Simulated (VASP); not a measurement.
Input of a VASP 6.6.1 run:

File INCAR:

```
SYSTEM = CuAu
PREC = Accurate
ENCUT = 600
EDIFF = 1E-6
ISMEAR = 0
SIGMA = 0.1
LREAL = .False.
LASPH = .True.
NELM = 100
ALGO = Fast
ISIF = 4
LWAVE = .False.
LCHARG = .False.
GGA = PS
IBRION = 2
NSW = 50
EDIFFG = -0.01
```

File KPOINTS:

```
regular mesh
0
Gamma
  14 14 12
  0 0 0
```

File POSCAR:

```
CuAu
1.0
    2.7423186172      0.0000000000      0.0000000000
    0.0000000000      2.7423186172      0.0000000000
    0.0000000000      0.0000000000      3.3260503119
Cu Au
1 1
Direct
    0.5000000000      0.5000000000      0.5000000000
    0.0000000000      0.0000000000      0.0000000000
```

Potentials or basis: VASP PAW PBE potentials, release 64 (Cu, Au).

The run is started by

```console
$ cat potpaw_PBE.64/Cu/POTCAR potpaw_PBE.64/Au/POTCAR > POTCAR
$ mpirun -np 1 vasp_std > vasp.out
```

Task: Predict the band gap on the k mesh.

Result: Zero (bands 11 and 12 overlap by 8.04 eV).

Final structure:
```cif
data_structure
_symmetry_space_group_name_H-M 'P 1'
_symmetry_Int_Tables_number 1
_cell_length_a 2.7452
_cell_length_b 2.7452
_cell_length_c 3.3190
_cell_angle_alpha 90.000
_cell_angle_beta 90.000
_cell_angle_gamma 90.000
_cell_volume 25.01
loop_
_atom_site_label
_atom_site_type_symbol
_atom_site_fract_x
_atom_site_fract_y
_atom_site_fract_z
_atom_site_occupancy
Cu1 Cu 0.50000 0.50000 0.50000 1
Au1 Au 0.00000 0.00000 0.00000 1
```

Caveat: spin-orbit coupling is left out, which moves the levels of the heavy elements.
